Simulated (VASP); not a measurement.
# Ta4C3 in VASP: relaxation of the atoms with r2SCAN

Aim: the relaxation of the atoms of Ta4C3 with r2SCAN.

Program: VASP 6.6.1. These are calculated values, not measurements. Logs are shortened: lines on timing, memory, paths and dates and some standing lists are left out, and cuts for length are marked.

**1. The cell of the first run**

The cell holds a slab with vacuum, 7 atoms: a = 3.110 Å, b = 3.110 Å, c = 24.885 Å, α = 90.00°, β = 90.00°, γ = 120.00°.

**2. Relaxation of the atoms, r2SCAN**

POSCAR reads:

```
Ta4C3
1.0
    3.1101644559      0.0000000000      0.0000000000
   -1.5550822280      2.6934814288      0.0000000000
    0.0000000000      0.0000000000     24.8845978945
C Ta
3 4
Direct
    0.0000000000      0.0000000000      0.3013912474
    0.0000000000      0.0000000000      0.5000000000
    0.0000000000      0.0000000000      0.6986087526
    0.3333333333      0.6666666667      0.3517511936
    0.6666666667      0.3333333333      0.4496400538
    0.3333333333      0.6666666667      0.5503599462
    0.6666666667      0.3333333333      0.6482488064
```

INCAR.step1 reads:

```
ALGO = Normal ; DIPOL = 0.5 0.5 0.500
EDIFF = 1E-5 ; EDIFFG = -0.01
ENCUT = 580 ; GGA = PE
GGA_COMPAT = False ; IBRION = 2
IDIPOL = 3 ; ISMEAR = 0
KPAR = 4 ; LASPH = True
LCHARG = False ; LDIPOL = True
LREAL = False ; LWAVE = True
NELM = 120 ; NELMDL = -8
NELMIN = 4 ; NSW = 100
PREC = Accurate ; SIGMA = 0.1
```

INCAR.step2 reads:

```
ALGO = Normal ; DIPOL = 0.5 0.5 0.500
EDIFF = 1E-7 ; EDIFFG = -0.02
ENCUT = 580 ; GGA_COMPAT = False
IBRION = 2 ; IDIPOL = 3
ISIF = 2 ; ISMEAR = 0
ISTART = 1 ; KPAR = 4
LASPH = True ; LCHARG = False
LDIPOL = True ; LMIXTAU = True
LREAL = False ; LWAVE = False
METAGGA = R2SCAN ; NELM = 120
NELMIN = 4 ; NSW = 80
PREC = Accurate ; SIGMA = 0.1
```

KPOINTS reads:

```
k-points
0
Gamma
  12 12 1
```

Potentials or basis: VASP PAW PBE potentials, release 64 (C, Ta_pv).

Run with:

```console
$ cat potpaw_PBE.64/C/POTCAR potpaw_PBE.64/Ta_pv/POTCAR > POTCAR
$ cp INCAR.step1 INCAR
$ mpirun -np 4 vasp_std > vasp.out
$ cp INCAR.step2 INCAR
$ mpirun -np 4 vasp_std > vasp.out
```

OUTCAR:

```text
EDIFF = 1E-7
   EDIFFG = -0.02
   ENCUT = 580
   IBRION = 2
   ISIF = 2
   ISMEAR = 0
   ISTART = 1
   LASPH = True
   LREAL = False
   METAGGA = R2SCAN
   NELM = 120
   NELMIN = 4
   NSW = 80
   PREC = Accurate

 ion  position               nearest neighbor table
   1  0.000  0.000  0.301-   4 2.19   4 2.19   4 2.19
   2  0.000  0.000  0.500-   5 2.19   6 2.19   5 2.19   6 2.19   5 2.19   6 2.19
   3  0.000  0.000  0.699-   7 2.19   7 2.19   7 2.19
   4  0.333  0.667  0.352-   1 2.19   1 2.19   1 2.19   5 3.03   5 3.03   5 3.03
   5  0.667  0.333  0.450-   2 2.19   2 2.19   2 2.19   4 3.03   4 3.03   4 3.03   6 3.08   6 3.08
                             6 3.08
   6  0.333  0.667  0.550-   2 2.19   2 2.19   2 2.19   7 3.03   7 3.03   7 3.03   5 3.08   5 3.08
                             5 3.08
   7  0.667  0.333  0.648-   3 2.19   3 2.19   3 2.19   6 3.03   6 3.03   6 3.03

  LATTYP: Found a hexagonal cell.
 ALAT       =     3.1101644559
 C/A-ratio  =     8.0010553292

  Lattice vectors:

 A1 = (   3.1101644559,   0.0000000000,   0.0000000000)
 A2 = (  -1.5550822280,   2.6934814288,   0.0000000000)
 A3 = (   0.0000000000,   0.0000000000,  24.8845978945)

Analysis of symmetry for initial positions (statically):
=====================================================================
 Subroutine PRICEL returns:
 Original cell was already a primitive cell.

 Routine SETGRP: Setting up the symmetry group for a
 hexagonal supercell.

 Subroutine GETGRP returns: Found 12 space group operations
 (whereof 12 operations were pure point group operations)
 out of a pool of 24 trial point group operations.

The static configuration has the point symmetry D_3d.

Analysis of symmetry for dynamics (positions and initial velocities):
=====================================================================
 Subroutine PRICEL returns:
 Original cell was already a primitive cell.

 Routine SETGRP: Setting up the symmetry group for a
 hexagonal supercell.

 Subroutine GETGRP returns: Found 12 space group operations
 (whereof 12 operations were pure point group operations)
 out of a pool of 24 trial point group operations.

The dynamic configuration has the point symmetry D_3d.

 Subroutine INISYM returns: Found 12 space group operations
 (whereof 12 operations are pure point group operations),
 and found     1 'primitive' translations

----------------------------------------------------------------------------------------

                                     Primitive cell

  volume of cell :     208.4625

  direct lattice vectors                    reciprocal lattice vectors
     3.110164456  0.000000000  0.000000000     0.321526406  0.185633357  0.000000000
    -1.555082228  2.693481429  0.000000000     0.000000000  0.371266714  0.000000000
     0.000000000  0.000000000 24.884597895     0.000000000  0.000000000  0.040185500

  length of vectors
     3.110164456  3.110164456 24.884597895     0.371266714  0.371266714  0.040185500

  position of ions in fractional coordinates (direct lattice)
     0.000000000  0.000000000  0.301391247
     0.000000000  0.000000000  0.500000000
     0.000000000  0.000000000  0.698608753
     0.333333333  0.666666667  0.351751194
     0.666666667  0.333333333  0.449640054
     0.333333333  0.666666667  0.550359946
     0.666666667  0.333333333  0.648248806

  ion indices of the primitive-cell ions
   primitive index   ion index
                 1           1
                 2           2
                 3           3
                 4           4
                 5           5
                 6           6
                 7           7

----------------------------------------------------------------------------------------

 KPOINTS: k-points

Automatic generation of k-mesh.
 Grid dimensions read from file:
 generate k-points for:   12   12    1

 Generating k-lattice:

  Cartesian coordinates                     Fractional coordinates (reciprocal lattice)
     0.026793867  0.015469446  0.000000000     0.083333333  0.000000000  0.000000000
     0.000000000  0.030938893  0.000000000     0.000000000  0.083333333  0.000000000
     0.000000000  0.000000000  0.040185500     0.000000000  0.000000000  1.000000000

  Length of vectors
     0.030938893  0.030938893  0.040185500

  Shift w.r.t. Gamma in fractional coordinates (k-lattice)
     0.000000000  0.000000000  0.000000000

 Subroutine IBZKPT returns following result:
 ===========================================

 Found     19 irreducible k-points:

 Following reciprocal coordinates:
            Coordinates               Weight
  0.000000  0.000000  0.000000      1.000000
  0.083333  0.000000  0.000000      6.000000
  0.166667  0.000000  0.000000      6.000000
  0.250000  0.000000  0.000000      6.000000
  0.333333 -0.000000  0.000000      6.000000
  0.416667  0.000000  0.000000      6.000000
[... 11 lines left out ...]
  0.333333  0.250000  0.000000     12.000000
  0.333333  0.333333  0.000000      2.000000
   k-points           NKPTS =     19   k-points in BZ     NKDIM =     19   number of bands    NBANDS=     33
   number of dos      NEDOS =    301   number of ions     NIONS =      7
   total plane-waves  NPLWV = 112896
   dimension x,y,z NGX =    24 NGY =   24 NGZ =  196
   dimension x,y,z NGXF=    48 NGYF=   48 NGZF=  392
   ions per type =               3   4
   NGX,Y,Z   is equivalent  to a cutoff of  12.83, 12.83, 13.09 a.u.
   NGXF,Y,Z  is equivalent  to a cutoff of  25.66, 25.66, 26.19 a.u.
 SYSTEM =  unknown system
   PREC   = accura    normal or accurate (medium, high low for compatibility)
   ISTART =      1    job   : 0-new  1-cont  2-samecut
   ICHARG =      0    charge: 1-file 2-atom 10-const
   ISPIN  =      1    spin polarized calculation?
   LNONCOLLINEAR =      F non collinear calculations
   LSORBIT =      F    spin-orbit coupling
   LASPH  =      T    aspherical Exc in radial PAW
   ENCUT  =  580.0 eV  42.63 Ry    6.53 a.u.   6.11  6.11 48.87*2*pi/ulx,y,z
   NELM   =    120;   NELMIN=  4; NELMDL=  0     # of ELM steps
   EDIFF  = 0.1E-06   stopping-criterion for ELM
   LREAL  =      F    real-space projection
   EDIFFG = -.2E-01   stopping-criterion for IOM
   NSW    =     80    number of steps for IOM
   IBRION =      2    ionic relax: 0-MD 1-quasi-New 2-CG
   NFREE  =      1    steps in history (QN), initial steepest desc. (CG)
   ISIF   =      2    stress and relaxation
   ISYM   =      2    0-nonsym 1-usesym 2-fastsym
   POTIM  = 0.5000    time-step for ionic-motion
   TEBEG  =    0.0;   TEEND  =   0.0 temperature during run
   PSTRESS=    0.0 pullay stress
   NELECT =      56.0000    total number of electrons
   NUPDOWN=      -1.0000    fix difference up-down
   EMIN   =  10.00;   EMAX   =-10.00  energy-range for DOS
   EFERMI =   0.00;   METHOD = LEGACY
   ISMEAR =     0;   SIGMA  =   0.10  broadening in eV -4-tet -1-fermi 0-gaus
   EFERMI_NEDOS =   21; number of points for ismear=-14 and -15
   IALGO  =     38    algorithm
   IMIX   =      4    mixing-type and parameters
     AMIX     =   0.40;   BMIX     =  1.00
     AMIX_MAG =   1.60;   BMIX_MAG =  1.00
  volume/ion in A,a.u.               =      29.78       200.97
  Fermi-wavevector in a.u.,A,eV,Ry     =   1.056318  1.996152 15.181498  1.115809
  Thomas-Fermi vector in A             =   2.191550
   LORBIT       =      0    0 simple, 1 ext, 2 COOP (PROOUT), +10 PAW based schemes
   METAGGA = R2SCAN    functional components
   LHFCALC =     F    Hartree Fock is set to
   AEXX    =    0.0000 exact exchange contribution
   IVDW    =     0    specifies the selected vdW correction
   LEPSILON=     F    determine dielectric tensor
   LRPA    =     F    only Hartree local field effects (RPA)
 conjugate gradient relaxation of ions
 non-spin polarized calculation
 Gauss-broadening in eV      SIGMA  =   0.10
  energy-cutoff  :      580.00
  volume of cell :      208.46
 maximum number of plane-waves:      6660
   NGX = 13   NGY = 13   NGZ = 97

--------------------------------------- Ionic step        1  -------------------------------------------

 number of electron      55.9999998 magnetization

 Free energy of the ion-electron system (eV)
  ---------------------------------------------------
  ext. energy  EPLUGINS =         0.00000000
  ---------------------------------------------------
  free energy    TOTEN  =      -221.25242547 eV

  energy without entropy =     -221.23411921  energy(sigma->0) =     -221.24327234

------------------------ aborting loop because EDIFF is reached ----------------------------------------

  FORCE on cell =-STRESS in cart. coord.  units (eV):
  Direction    XX          YY          ZZ          XY          YZ          ZX
  --------------------------------------------------------------------------------------
  -------------------------------------------------------------------------------------
  Total       -1.9336840     -1.9336840     -9.8298349      0.0000000      0.0000000     -0.0000000
  in kB      -14.8616876    -14.8616876    -75.5490204      0.0000000      0.0000000     -0.0000000
  external PRESSURE =     -35.0907985 kB  Pullay stress =       0.0000000 kB
[... 104 lines left out ...]
  FREE ENERGIE OF THE ION-ELECTRON SYSTEM (eV)
  ---------------------------------------------------
  free  energy   TOTEN  =      -222.8192172436 eV

  energy  without entropy=     -222.7921305784  energy(sigma->0) =     -222.80567391

 vacuum level on the upper side and lower side of the slab       (xc-potential included)         0.005         0.005

 dipolmoment           0.000000      0.000000      0.000000 electrons x Angstroem

[... ionic steps 4 to 8 ...]

--------------------------------------- Ionic step        9  -------------------------------------------

 number of electron      56.0000001 magnetization

------------------------ aborting loop because EDIFF is reached ----------------------------------------
[... 77 lines left out ...]
--------------------------------------- Ionic step       11  -------------------------------------------

 number of electron      56.0000001 magnetization

 dipolmoment           0.000000      0.000000     -0.000000 electrons x Angstroem

 Free energy of the ion-electron system (eV)
  ---------------------------------------------------
  ext. energy  EPLUGINS =         0.00000000
  ---------------------------------------------------
  free energy    TOTEN  =      -222.83082222 eV

  energy without entropy =     -222.80252008  energy(sigma->0) =     -222.81667115

 E-fermi :  -0.9900     XC(G=0):  -6.5360

 val. band max:       -0.9911164030   @ k =   0.2500   0.0000   0.0000
 cond. band min:      -0.9812129762   @ k =   0.3333   0.0833   0.0000
 fundamental gap:      0.0099034269
 Fermi energy:        -0.9899703301

 k-point     1 :       0.0000    0.0000    0.0000
  band No.  band energies     occupation
      1     -37.2325      2.00000
      2     -36.7191      2.00000
      3     -36.6100      2.00000
      4     -36.6100      2.00000
      5     -36.5521      2.00000
      6     -36.5521      2.00000
[... 673 lines left out ...]
     32       1.3445      0.00000
     33       2.3717      0.00000

------------------------ aborting loop because EDIFF is reached ----------------------------------------

 vacuum level on the upper side and lower side of the slab       (xc-potential included)        -0.001        -0.001

  FORCE on cell =-STRESS in cart. coord.  units (eV):
  Direction    XX          YY          ZZ          XY          YZ          ZX
  --------------------------------------------------------------------------------------
  -------------------------------------------------------------------------------------
  Total        7.0465237      7.0465237     -0.1249365     -0.0000000      0.0000000      0.0000000
  in kB       54.1573655     54.1573655     -0.9602227     -0.0000000      0.0000000      0.0000000
  external PRESSURE =      35.7848361 kB  Pullay stress =       0.0000000 kB
[... 22 lines left out ...]
  FREE ENERGIE OF THE ION-ELECTRON SYSTEM (eV)
  ---------------------------------------------------
  free  energy   TOTEN  =      -222.8308222163 eV

  energy  without entropy=     -222.8025200846  energy(sigma->0) =     -222.81667115

 reached required accuracy - stopping structural energy minimisation

 vacuum level on the upper side and lower side of the slab         5.548         5.548
```

It took 18 min on 4 MPI ranks of Intel Xeon 6975P-C (Granite Rapids), shared host; peak memory 0.47 GiB.

What came out:

```yaml
Free_energy: -222.8308 eV
Energy_gained_by_relaxing: 225.5 meV/atom
Ionic_steps: 11
Largest_force_after_relaxing: 0.013 eV/Å
Band_gap_on_the_k_mesh: zero (bands 28 and 29 overlap by 0.40 eV)
```

Forces on the atoms (eV/Å):
```
C    0.000  0.000  0.013
C    0.000  0.000  0.000
C    0.000  0.000 -0.013
Ta   0.000  0.000 -0.012
Ta   0.000  0.000  0.013
Ta   0.000  0.000 -0.013
Ta   0.000  0.000  0.012
```

Step by step:
```
step  energy change (eV)  largest force (eV/Å)  pressure (GPa)
   1              0.0000                4.0277           -3.51
   2             -1.5661                0.4505            2.99
   3             -1.5668                0.4488            2.82
   4             -1.5747                0.0979            3.29
   5             -1.5750                0.0725            3.20
   6             -1.5756                0.0569            3.22
   7             -1.5770                0.0803            3.27
   8             -1.5770                0.1301            3.38
   9             -1.5775                0.1030            3.33
  10             -1.5779                0.0737            3.41
  11             -1.5784                0.0130            3.58
```

Final structure:
```yaml
crystal:
  lattice:
    - [3.11016, 0.00000, 0.00000]
    - [-1.55508, 2.69348, 0.00000]
    - [0.00000, 0.00000, 24.88460]
  atoms:
    - { symbol: C, position: [0.00000, 0.00000, 0.31009] }
    - { symbol: C, position: [0.00000, 0.00000, 0.50000] }
    - { symbol: C, position: [0.00000, 0.00000, 0.68991] }
    - { symbol: Ta, position: [0.33333, 0.66667, 0.34523] }
    - { symbol: Ta, position: [0.66667, 0.33333, 0.45071] }
    - { symbol: Ta, position: [0.33333, 0.66667, 0.54929] }
    - { symbol: Ta, position: [0.66667, 0.33333, 0.65477] }
```

Caveat: the PAW data sets were made with another functional, which shifts forces and pressure a little; spin-orbit coupling is left out, which moves the levels of the heavy elements.
